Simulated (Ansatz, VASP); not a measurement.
# One calculation of Ga4As3P, two programs

File INCAR:

```
ALGO = Normal
EDIFF = 1E-6
ENCUT = 520
GGA = PE
ISIF = 2
ISMEAR = -1
LASPH = True
LCHARG = True
LELF = True
LREAL = False
LVHAR = True
LWAVE = False
NBANDS = 46
NELM = 60
PREC = Accurate
SIGMA = 0.02
```

File KPOINTS:

```
k-points
0
Gamma
  6 4 6
```

POSCAR

```
Ga4As3P
1.0
    3.9703273764      0.0000000000      0.0000000000
    0.0000000000      7.9380511619      0.0000000000
    0.0000000000      0.0000000000      5.6066590795
P Ga As
1 4 3
Direct
    0.0000000000      0.0000000000     -0.0000724647
    0.5000000000      0.0000000000      0.7623229516
    0.0000000000      0.7567433926      0.2457707999
    0.5000000000      0.5000000000      0.7460645278
    0.0000000000      0.2432566074      0.2457707999
    0.5000000000      0.7537233582      0.4999858221
    0.0000000000      0.5000000000      0.0001717412
    0.5000000000      0.2462766418      0.4999858221
```

Input for Ansatz:

```yaml
crystal:
  lattice:
    - [3.9703273764, 0.0, 0.0]
    - [0.0, 7.9380511619, 0.0]
    - [0.0, 0.0, 5.6066590795]
  atoms:
    - { symbol: P, position: [0.0, 0.0, -7.24647e-05] }
    - { symbol: Ga, position: [0.5, 0.0, 0.7623229516] }
    - { symbol: As, position: [0.5, 0.7537233582, 0.4999858221] }
    - { symbol: Ga, position: [0.0, 0.7567433926, 0.2457707999] }
    - { symbol: As, position: [0.0, 0.5, 0.0001717412] }
    - { symbol: Ga, position: [0.5, 0.5, 0.7460645278] }
    - { symbol: As, position: [0.5, 0.2462766418, 0.4999858221] }
    - { symbol: Ga, position: [0.0, 0.2432566074, 0.2457707999] }
kpoints:
  mp_grid: { grid: [6, 4, 6] }
  band_path:
    path:
      - [[0.0, 0.0, 0.0], [0.5, 2.868127770945e-18, 8.481134113522e-34], [0.5, 0.5, 7.935767501182e-34], [1.457329173998e-35, 0.5, -5.453666123408e-35], [0.0, 0.0, 0.0], [-2.419019944965e-50, -1.633561420725e-51, 0.5], [0.5, 2.868127770945e-18, 0.5], [0.5, 0.5, 0.5], [4.33645937056e-35, 0.5, 0.5], [-2.419019944965e-50, -1.633561420725e-51, 0.5]]
      - [[0.5, 2.868127770945e-18, 8.481134113522e-34], [0.5, 2.868127770945e-18, 0.5]]
      - [[1.457329173998e-35, 0.5, -5.453666123408e-35], [4.33645937056e-35, 0.5, 0.5]]
      - [[0.5, 0.5, 7.935767501182e-34], [0.5, 0.5, 0.5]]
    npoints: 10
hamiltonian:
  xc: pbe
scf:
  occupations: { method: fermi_dirac, width: 0.02 }
  n_extra_bands: 6
output:
  forces: true
  stress: true
  eigenvalues: true
  write_density: true
  write_potential: true
  elf: true
  volumetric_format: npy
```

Alike in both runs: task single point; functional PBE; k mesh 6 × 4 × 6; occupations fermi-dirac, width 0.02 eV; no spin polarisation.

|  | VASP | Ansatz |
| --- | --- | --- |
| version | VASP 6.6.1 | Ansatz 0.2.0 |
| potentials or method | VASP PAW PBE potentials, release 64 (P, Ga_d, As) | plane waves, PAW |
| plane-wave cutoff (eV) | 520 | 420 |
| valence electrons in the cell | 72 | 102 |

VASP gave:

- gap on the k mesh at the Fermi level (eV): 0.76
- pressure (GPa): 2.9
- rms of the force components (eV/Å): 0.023

Q: Which values does Ansatz return?

A: gap on the k mesh at the Fermi level (eV): 0.76; pressure (GPa): 2.7; rms of the force components (eV/Å): 0.018.

The functional is the same, so the differences come from potentials, cutoffs and numerics. VASP's potentials hold 72 valence electrons a cell and Ansatz's 102, so a difference there can come from the potentials and not from the codes.
